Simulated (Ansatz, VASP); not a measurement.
## Li3TaO4 in VASP and in Ansatz

```xyz
8
Lattice="-2.0441 2.0441 4.2608 2.0441 -2.0441 4.2608 2.0441 2.0441 -4.2608" Properties=species:S:1:pos:R:3 pbc="T T T"
Li    0.0000    0.0000    4.2608
Li    2.0441    0.0000    2.1304
Li    0.0000    2.0441    2.1304
Ta    0.0000    0.0000    0.0000
O     2.0441    0.0000    0.0000
O     0.0000    0.0000    6.6044
O     0.0000    2.0441    0.0000
O     0.0000    0.0000    1.9172
```

Alike in both runs: task single point; functional r2SCAN; k mesh 10 × 10 × 10; occupations gaussian, width 0.02 eV; no spin polarisation.

|  | VASP | Ansatz |
| --- | --- | --- |
| version | VASP 6.6.1 | Ansatz 0.2.0 |
| potentials or method | VASP PAW PBE potentials, release 64 (Li_sv, Ta_pv, O), cutoff 520 eV | scalar-relativistic, plane waves, PAW |
| valence electrons in the cell | 44 | 46 |

Ansatz gave:

* gap on the k mesh at the Fermi level (eV): 2.09
* least direct gap on the mesh (eV): 2.17
* rms of the force components (eV/Å): 0.000

Task: Which values does VASP return?

Result: gap on the k mesh at the Fermi level (eV): 2.06; least direct gap on the mesh (eV): 2.14; rms of the force components (eV/Å): 0.053.

VASP's potentials were made for PBE, not for r2SCAN. Atom by atom the forces differ by 0.053 eV/Å (rms over components). With one functional, cell and mesh, what is left measures potentials, basis and numerics. VASP's potentials hold 44 valence electrons a cell and Ansatz's 46, so a difference there can come from the potentials and not from the codes.

Neither program's run includes spin-orbit coupling. Noted on VASP's run: the cutoff is short for stress, so the pressure is rough.
